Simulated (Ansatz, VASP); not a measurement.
# Si2Mo: VASP beside Ansatz

```xyz
9
Lattice="4.5855 0.0000 0.0000 -2.2927 3.9711 0.0000 0.0000 0.0000 6.5798" Properties=species:S:1:pos:R:3 pbc="T T T"
Mo    1.1464    1.9856    5.4831
Mo   -1.1464    1.9856    1.0966
Mo    2.2927    0.0000    3.2899
Si    0.0000    1.3015    3.2899
Si    1.1656    3.3204    1.0966
Si    3.4583    0.6508    5.4831
Si    2.2927    2.6696    3.2899
Si    1.1272    0.6508    1.0966
Si   -1.1656    3.3204    5.4831
```

Alike in both runs: task relaxation of cell and atoms; functional RPBE; dispersion D3(BJ); k mesh 7 × 7 × 4; occupations fermi-dirac, width 0.05 eV; no spin polarisation.

|  | VASP | Ansatz |
| --- | --- | --- |
| version | VASP 6.6.1 | Ansatz 0.2.0 |
| potentials or method | VASP PAW PBE potentials, release 64 (Mo_sv, Si) | Ansatz PAW |
| plane-wave cutoff (eV) | 600 | 420 |
| valence electrons in the cell | 66 | 66 |

```csv
,VASP,Ansatz,Ansatz less VASP
"gap on the k mesh at the Fermi level, each at its own relaxed structure (eV)",0.24,0.24,+0.002
relaxed volume (Å³/atom),11.62,11.63,+0.011
relaxed cell length with the largest relative difference (Å),6.311,6.313,+0.0023
```

VASP's potentials were made for PBE, not for RPBE.

Noted on Ansatz's run: odd divisions of the mesh miss points on the zone boundary, where band edges often lie, so the gap on the mesh can be too wide; the plane-wave basis is chosen anew once the cell has moved, so the energies of steps on either side of that aren't comparable.
